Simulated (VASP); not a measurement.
# Mg2Ti2O3 (P-6m2) in VASP: single point with PBE

Aim: the single point of Mg2Ti2O3 with PBE.

All numbers are computed with VASP 6.6.1; they aren't measurements. Logs are shortened: lines on timing, memory, paths and dates and some standing lists are left out, and cuts for length are marked.

### Step 1. The cell of the first run

It takes space group P-6m2 (No. 187, hexagonal). Conventional cell: a = 5.332 Å, b = 5.332 Å, c = 8.392 Å, α = 90.00°, β = 90.00°, γ = 120.00°. Mg (site symmetry -6m2) has 2 Ti at 3.04 Å and 3 Mg at 3.08 Å within 4.0 Å. Mg (site symmetry -6m2) has 3 Mg at 3.08 Å within 4.1 Å. Within 2.4 Å of Ti (site symmetry 3m) lie 3 O at 1.84 Å and 1 Ti at 2.31 Å. Within 2.5 Å of O (site symmetry mm2) lie 2 Ti at 1.84 Å and 2 O at 2.49 Å.

The cell was generated, and may not be a known phase.

### Step 2. Single point, PBE, collinear spin

Input file INCAR:

```
PREC     = Accurate       # precision mode
ENCUT    = 600            # plane-wave cutoff, eV
EDIFF    = 1E-6           # SCF threshold, eV
ISMEAR   = 0              # smearing method
SIGMA    = 0.2            # smearing width, eV
LREAL    = False          # projectors in reciprocal space
LASPH    = True           # aspherical terms in the spheres
NELM     = 200            # most SCF steps
ALGO     = Normal         # electronic algorithm
ISIF     = 2              # what is computed and relaxed
LWAVE    = False          # write WAVECAR
LCHARG   = False          # write CHGCAR
ISPIN    = 2              # spin polarisation
MAGMOM   = 0 0 1 1 0 0 0  # initial moments
LORBIT   = 11             # projections on sites
LMAXMIX  = 4              # l up to which the mixer works
GGA      = PE             # functional
NBANDS   = 36             # bands
GGA_COMPAT= False
```

Input file KPOINTS:

```
regular mesh
0
Gamma
  5 5 2
```

Input file POSCAR:

```
Mg2Ti2O3
1.0
    5.3316313075      0.0000000037      0.0000000000
   -2.6658156570      4.6173281541      0.0000000000
    0.0000000000      0.0000000000      8.3919838559
Mg Ti O
2 2 3
Direct
    0.0000000000      0.0000000000      0.0000000000
    0.3333333333      0.6666666667      0.0000000000
    0.0000000000      0.0000000000      0.3625536962
    0.0000000000      0.0000000000      0.6374463038
    0.1556370624      0.8443629376      0.5000000000
    0.1556370624      0.3112741247      0.5000000000
    0.6887258753      0.8443629376      0.5000000000
```

Potentials or basis: VASP PAW PBE potentials, release 64 (Mg, Ti_sv, O).

Started as:

```bash
$ cat potpaw_PBE.64/Mg/POTCAR potpaw_PBE.64/Ti_sv/POTCAR potpaw_PBE.64/O/POTCAR > POTCAR
$ mpirun -np 1 vasp_std > vasp.out
```

OUTCAR:

```text
PREC = Accurate
   ENCUT = 600
   EDIFF = 1E-6
   ISMEAR = 0
   LREAL = False
   LASPH = True
   NELM = 200
   ISIF = 2
   ISPIN = 2
   LORBIT = 11
   GGA = PE

 ion  position               nearest neighbor table
   1  0.000  0.000  0.000-   3 3.04   4 3.04   2 3.08   2 3.08   2 3.08
   2  0.333  0.667  0.000-   1 3.08   1 3.08   1 3.08
   3  0.000  0.000  0.363-   7 1.84   6 1.84   5 1.84   4 2.31   1 3.04
   4  0.000  0.000  0.637-   7 1.84   6 1.84   5 1.84   3 2.31   1 3.04
   5  0.156  0.844  0.500-   3 1.84   4 1.84
   6  0.156  0.311  0.500-   3 1.84   4 1.84
   7  0.689  0.844  0.500-   3 1.84   4 1.84

  LATTYP: Found a hexagonal cell.
 ALAT       =     5.3316313075
 C/A-ratio  =     1.5739992831

  Lattice vectors:

 A1 = (   5.3316313075,   0.0000000037,   0.0000000000)
 A2 = (  -2.6658156570,   4.6173281541,   0.0000000000)
 A3 = (   0.0000000000,   0.0000000000,   8.3919838559)

Analysis of symmetry for initial positions (statically):
=====================================================================
 Subroutine PRICEL returns:
 Original cell was already a primitive cell.

 Routine SETGRP: Setting up the symmetry group for a
 hexagonal supercell.

 Subroutine GETGRP returns: Found 12 space group operations
 (whereof 12 operations were pure point group operations)
 out of a pool of 24 trial point group operations.

The static configuration has the point symmetry D_3h.

Analysis of symmetry for dynamics (positions and initial velocities):
=====================================================================
 Subroutine PRICEL returns:
 Original cell was already a primitive cell.

 Routine SETGRP: Setting up the symmetry group for a
 hexagonal supercell.

 Subroutine GETGRP returns: Found 12 space group operations
 (whereof 12 operations were pure point group operations)
 out of a pool of 24 trial point group operations.

The dynamic configuration has the point symmetry D_3h.

Analysis of structural, dynamic, and magnetic symmetry:
=====================================================================
 Subroutine PRICEL returns:
 Original cell was already a primitive cell.

 Routine SETGRP: Setting up the symmetry group for a
 hexagonal supercell.

 Subroutine GETGRP returns: Found 12 space group operations
 (whereof 12 operations were pure point group operations)
 out of a pool of 24 trial point group operations.

The overall configuration has the point symmetry D_3h.

 Subroutine INISYM returns: Found 12 space group operations
 (whereof 12 operations are pure point group operations),
 and found     1 'primitive' translations

----------------------------------------------------------------------------------------

                                     Primitive cell

  volume of cell :     206.5929

  direct lattice vectors                    reciprocal lattice vectors
     5.331631308  0.000000004  0.000000000     0.187559856  0.108287733  0.000000000
    -2.665815657  4.617328154  0.000000000    -0.000000000  0.216575467  0.000000000
     0.000000000  0.000000000  8.391983856     0.000000000  0.000000000  0.119161335

  length of vectors
     5.331631308  5.331631308  8.391983856     0.216575467  0.216575467  0.119161335

  position of ions in fractional coordinates (direct lattice)
     0.000000000  0.000000000  0.000000000
     0.333333333  0.666666667  0.000000000
     0.000000000  0.000000000  0.362553696
     0.000000000  0.000000000  0.637446304
     0.155637062  0.844362938  0.500000000
     0.155637062  0.311274125  0.500000000
     0.688725875  0.844362938  0.500000000

  ion indices of the primitive-cell ions
   primitive index   ion index
                 1           1
                 2           2
                 3           3
                 4           4
                 5           5
                 6           6
                 7           7

----------------------------------------------------------------------------------------

[... 36 lines left out ...]
   k-points           NKPTS =     10   k-points in BZ     NKDIM =     10   number of bands    NBANDS=     36
   number of dos      NEDOS =    301   number of ions     NIONS =      7
   total plane-waves  NPLWV = 161280
   dimension x,y,z NGX =    48 NGY =   48 NGZ =   70
   dimension x,y,z NGXF=    96 NGYF=   96 NGZF=  140
   ions per type =               2   2   3
   NGX,Y,Z   is equivalent  to a cutoff of  14.97, 14.97, 13.87 a.u.
   NGXF,Y,Z  is equivalent  to a cutoff of  29.93, 29.93, 27.73 a.u.
 SYSTEM =  unknown system
   PREC   = accura    normal or accurate (medium, high low for compatibility)
   ISTART =      0    job   : 0-new  1-cont  2-samecut
   ICHARG =      2    charge: 1-file 2-atom 10-const
   ISPIN  =      2    spin polarized calculation?
   LNONCOLLINEAR =      F non collinear calculations
   LSORBIT =      F    spin-orbit coupling
   LASPH  =      T    aspherical Exc in radial PAW
   ENCUT  =  600.0 eV  44.10 Ry    6.64 a.u.  10.65 10.65 16.76*2*pi/ulx,y,z
   NELM   =    200;   NELMIN=  2; NELMDL= -5     # of ELM steps
   EDIFF  = 0.1E-05   stopping-criterion for ELM
   LREAL  =      F    real-space projection
   EDIFFG = 0.1E-04   stopping-criterion for IOM
   NSW    =      0    number of steps for IOM
   IBRION =     -1    ionic relax: 0-MD 1-quasi-New 2-CG
   NFREE  =      0    steps in history (QN), initial steepest desc. (CG)
   ISIF   =      2    stress and relaxation
   ISYM   =      2    0-nonsym 1-usesym 2-fastsym
   POTIM  = 0.5000    time-step for ionic-motion
   TEBEG  =    0.0;   TEEND  =   0.0 temperature during run
   PSTRESS=    0.0 pullay stress
   NELECT =      46.0000    total number of electrons
   NUPDOWN=      -1.0000    fix difference up-down
   EMIN   =  10.00;   EMAX   =-10.00  energy-range for DOS
   EFERMI =   0.00;   METHOD = LEGACY
   ISMEAR =     0;   SIGMA  =   0.20  broadening in eV -4-tet -1-fermi 0-gaus
   EFERMI_NEDOS =   21; number of points for ismear=-14 and -15
   IALGO  =     38    algorithm
   IMIX   =      4    mixing-type and parameters
     AMIX     =   0.40;   BMIX     =  1.00
     AMIX_MAG =   1.60;   BMIX_MAG =  1.00
  volume/ion in A,a.u.               =      29.51       199.17
  Fermi-wavevector in a.u.,A,eV,Ry     =   0.992253  1.875086 13.395825  0.984565
  Thomas-Fermi vector in A             =   2.124051
   LORBIT       =     11    0 simple, 1 ext, 2 COOP (PROOUT), +10 PAW based schemes
   GGA     = PE    functional components
   LHFCALC =     F    Hartree Fock is set to
   AEXX    =    0.0000 exact exchange contribution
   IVDW    =     0    specifies the selected vdW correction
   LEPSILON=     F    determine dielectric tensor
   LRPA    =     F    only Hartree local field effects (RPA)
 spin polarized calculation
 Gauss-broadening in eV      SIGMA  =   0.20
  energy-cutoff  :      600.00
  volume of cell :      206.59
 maximum number of plane-waves:      6934
 NGX is ok and might be reduce to    48
   NGX = 21   NGY = 21   NGZ = 33

 number of electron      46.0000003 magnetization       0.0028097

 number of electron      46.0000003 magnetization      -0.0000106

 Free energy of the ion-electron system (eV)
  ---------------------------------------------------
  ext. energy  EPLUGINS =         0.00000000
  ---------------------------------------------------
  free energy    TOTEN  =       -40.06724542 eV

  energy without entropy =      -39.96660645  energy(sigma->0) =      -40.01692594

 E-fermi :   0.5557     XC(G=0):  -6.8877

 val. band max:        0.5360901644   @ k =   0.4000   0.2000   0.0000
 cond. band min:       0.5964289167   @ k =   0.0000   0.0000   0.5000
 fundamental gap:      0.0603387522
 Fermi energy:         0.5556991933

 spin component 1

 k-point     1 :       0.0000    0.0000    0.0000
  band No.  band energies     occupation
      1     -57.6762      1.00000
      2     -57.4219      1.00000
      3     -34.5960      1.00000
      4     -34.0635      1.00000
      5     -34.0635      1.00000
      6     -33.7683      1.00000
[... 369 lines left out ...]
     34       3.2506      0.00000
     35       4.0323      0.00000
 Fermi energy:         0.5556991933

 spin component 2

 k-point     1 :       0.0000    0.0000    0.0000
  band No.  band energies     occupation
      1     -57.6762      1.00000
      2     -57.4219      1.00000
      3     -34.5960      1.00000
      4     -34.0635      1.00000
      5     -34.0635      1.00000
      6     -33.7682      1.00000
[... 369 lines left out ...]
     34       3.2505      0.00000
     35       4.0322      0.00000
 [bands above 35 left out]

------------------------ aborting loop because EDIFF is reached ----------------------------------------

  FORCE on cell =-STRESS in cart. coord.  units (eV):
  Direction    XX          YY          ZZ          XY          YZ          ZX
  --------------------------------------------------------------------------------------
  -------------------------------------------------------------------------------------
  Total        0.4915824      0.4915824      0.3244898     -0.0000000     -0.0000000      0.0000000
  in kB        3.8123383      3.8123383      2.5164953     -0.0000000     -0.0000000      0.0000000
  external PRESSURE =       3.3803906 kB  Pullay stress =       0.0000000 kB

 VOLUME and BASIS-vectors are now :
 -----------------------------------------------------------------------------
  energy-cutoff  :      600.00
  volume of cell :      206.59
      direct lattice vectors                 reciprocal lattice vectors
     5.331631308  0.000000004  0.000000000     0.187559856  0.108287733  0.000000000
    -2.665815657  4.617328154  0.000000000    -0.000000000  0.216575467  0.000000000
     0.000000000  0.000000000  8.391983856     0.000000000  0.000000000  0.119161335

 POSITION                                       TOTAL-FORCE (eV/Angst)
 -----------------------------------------------------------------------------------
      0.00000      0.00000      0.00000        -0.000000      0.000000      0.000000
     -0.00000      3.07822      0.00000        -0.000000      0.000000      0.000000
      0.00000      0.00000      3.04254        -0.000000      0.000000     -0.246087
      0.00000      0.00000      5.34944        -0.000000      0.000000      0.246087
     -1.42112      3.89870      4.19599         0.152289     -0.087924      0.000000
     -0.00000      1.43725      4.19599        -0.000000      0.175849     -0.000000
      1.42112      3.89870      4.19599        -0.152289     -0.087924      0.000000
 -----------------------------------------------------------------------------------
    total drift:                               -0.000001      0.000001      0.000000

  FREE ENERGIE OF THE ION-ELECTRON SYSTEM (eV)
  ---------------------------------------------------
  free  energy   TOTEN  =       -40.0672454232 eV

  energy  without entropy=      -39.9666064550  energy(sigma->0) =      -40.01692594

 total charge

# of ion       s       p       d       tot
------------------------------------------
    1        0.250   0.116   0.003   0.369
    2        0.259   0.059   0.003   0.322
    3        2.227   6.195   2.057  10.479
    4        2.227   6.195   2.057  10.479
    5        1.587   3.401   0.000   4.988
    6        1.587   3.401   0.000   4.988
    7        1.587   3.401   0.000   4.988
--------------------------------------------------
tot          9.726  22.766   4.121  36.613

 magnetization (x)

# of ion       s       p       d       tot
------------------------------------------
    1        0.000  -0.000  -0.000  -0.000
    2       -0.000   0.000  -0.000   0.000
    3        0.000  -0.000  -0.000  -0.000
    4        0.000  -0.000  -0.000  -0.000
    5       -0.000  -0.000   0.000  -0.000
    6       -0.000  -0.000   0.000  -0.000
    7       -0.000  -0.000   0.000  -0.000
--------------------------------------------------
tot          0.000  -0.000  -0.000  -0.000
```

Wall time 11 min (1 thread of Oxide Virtual Turin-like, shared host); peak memory 0.56 GiB.

What came out:

```yaml
Free_energy: -40.0672 eV
Pressure: 0.3 GPa
Largest_force: 0.246 eV/Å
Band_gap_on_the_k_mesh: zero (filled and empty bands overlap)
Net_moment: 0.00 μB per cell
Valence_electrons_inside_the_program's_atomic_spheres: Mg 0.37, 0.32; Ti 10.48; O 4.99
```

Forces in eV/Å, atoms in the order of the input:
```
Mg   0.000  0.000  0.000
Mg   0.000  0.000  0.000
Ti   0.000  0.000 -0.246
Ti   0.000  0.000  0.246
O    0.152 -0.088  0.000
O    0.000  0.176  0.000
O   -0.152 -0.088  0.000
```

Stress tensor (GPa, compression positive):
```
0.38 0.00 0.00
0.00 0.38 0.00
0.00 0.00 0.25
```

Levels at points of the mesh, in eV from the Fermi level:
Spin up:
| k point | band 20 | band 21 | band 22 | band 23 | band 24 | band 25 | band 26 | band 27 |
| --- | --- | --- | --- | --- | --- | --- | --- | --- |
| (0.00, 0.00, 0.00) | -3.31 | -1.75 | -0.60 | -0.10 | 0.91 | 0.91 | 1.27 | 1.27 |
| (0.00, 0.00, 0.50) | -3.31 | -1.75 | -0.93 | 0.04 | 0.70 | 0.70 | 1.54 | 1.59 |
Spin down:
| k point | band 20 | band 21 | band 22 | band 23 | band 24 | band 25 | band 26 | band 27 |
| --- | --- | --- | --- | --- | --- | --- | --- | --- |
| (0.00, 0.00, 0.00) | -3.31 | -1.75 | -0.60 | -0.10 | 0.91 | 0.91 | 1.27 | 1.27 |
| (0.00, 0.00, 0.50) | -3.31 | -1.75 | -0.93 | 0.04 | 0.70 | 0.70 | 1.54 | 1.59 |

Caveat: the k points lie up to 0.37 Å⁻¹ apart.

The gap in the log of VASP goes by the Fermi energy; the results here count the filled bands.